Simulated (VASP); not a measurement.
Here is a VASP 6.6.1 calculation.

The input INCAR:

```
ALGO = Normal
EDIFF = 1E-6
ENCUT = 520
GGA = PE
ISIF = 2
ISMEAR = -1
LASPH = T
LCHARG = T
LELF = T
LREAL = F
LVHAR = T
LWAVE = F
NBANDS = 21
NELM = 80
PREC = Accurate
SIGMA = 0.04
```

The input KPOINTS:

```
k-points
0
Gamma
  4 4 2
```

The input POSCAR:

```
Ru
1.0
    2.7058000000      0.0000000000      0.0000000000
   -1.3529000000      2.3432915376      0.0000000000
    0.0000000000      0.0000000000      4.2819000000
Ru
2
Direct
    0.6666666667      0.3333333333      0.7500000000
    0.3333333333      0.6666666667      0.2500000000
```

Potentials or basis: VASP PAW PBE potentials, release 64 (Ru_pv).

Run with:

```bash
$ cat potpaw_PBE.64/Ru_pv/POTCAR > POTCAR
$ mpirun -np 1 vasp_std > vasp.out
```

Problem. What does it give for the pressure?

Solution. 0.7 GPa.

Problem. Estimate the band gap on the k mesh.

Solution. Zero (bands 14 and 15 overlap by 2.92 eV).

Stress tensor (GPa, compression positive):
```
 2.94  0.00  0.00
 0.00  2.94  0.00
 0.00  0.00 -3.88
```

Caveat: the k points lie up to 0.73 Å⁻¹ apart, too coarse for converged energies and pressures of a metal.
